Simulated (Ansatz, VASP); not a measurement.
# Two plane-wave programs on PtSe2

INCAR

```
  PREC = Accurate
  ENCUT = 520
  EDIFF = 1E-6
  ISMEAR = 0
  SIGMA = 0.02
  LREAL = F
  LASPH = T
  NELM = 60
  ALGO = Normal
  ISIF = 2
  LWAVE = F
  LCHARG = F
  LDIPOL = T
  IDIPOL = 3
  DIPOL = 0.5 0.5 0.500
  GGA = PE
  IVDW = 12
  IBRION = 2
  NSW = 60
  EDIFFG = -0.01
```

KPOINTS

```
regular mesh
0
Gamma
  12 12 1
```

File POSCAR:

```
PtSe2
1.0
    3.7810034578      0.0000000000      0.0000000000
   -1.8905017289      3.2744450462      0.0000000000
    0.0000000000      0.0000000000     31.1216233429
Se Pt
2 1
Direct
    0.6666666667      0.3333333333      0.4574342816
    0.3333333333      0.6666666667      0.5425657184
    0.0000000000      0.0000000000      0.5000000000
```

Input for Ansatz:

```yaml
crystal:
  lattice:
    - [3.7810034578, 0.0, 0.0]
    - [-1.8905017289, 3.2744450462, 0.0]
    - [0.0, 0.0, 31.1216233429]
  atoms:
    - { symbol: Se, position: [0.6666666667, 0.3333333333, 0.4574342816] }
    - { symbol: Pt, position: [0.0, 0.0, 0.5] }
    - { symbol: Se, position: [0.3333333333, 0.6666666667, 0.5425657184] }
  periodic: [true, true, false]
basis:
  ecutwfc: 420
kpoints:
  mp_grid: { grid: [12, 12, 1] }
  band_path:
    path:
      - [0, 0, 0]
      - [0.5, 0, 0]
      - [0.3333333333333, 0.3333333333333, 0]
      - [0, 0, 0]
    npoints: 8
hamiltonian:
  xc: pbe
  dispersion: d3bj
scf:
  occupations: { method: gaussian, width: 0.02 }
output:
  forces: true
  stress: true
  eigenvalues: true
  write_density: true
  write_potential: true
  elf: true
  volumetric_format: npy
relax:
  adjacent_minimum: "off"
  f_tol: 0.01
  max_steps: 40
```

Change from the starting cell: biaxial strain +0.020, atoms relaxed.

Alike in both runs: task relaxation of the atoms; functional PBE; dispersion D3(BJ); k mesh 12 × 12 × 1; occupations gaussian, width 0.02 eV; no spin polarisation.

```csv
,VASP,Ansatz
version,VASP 6.6.1,Ansatz 0.2.0
potentials or method,"VASP PAW PBE potentials, release 64 (Se, Pt), cutoff 520 eV","scalar-relativistic, plane waves, PAW"
valence electrons in the cell,22,50
```

|  | VASP | Ansatz | Ansatz less VASP |
| --- | --- | --- | --- |
| gap on the k mesh at the Fermi level, each at its own relaxed structure (eV) | 1.35 | 1.36 | +0.011 |

VASP's potentials hold 22 valence electrons a cell and Ansatz's 50, so a difference there can come from the potentials and not from the codes. Ansatz's warnings: stress scf threshold loose.

Neither program's run includes spin-orbit coupling.
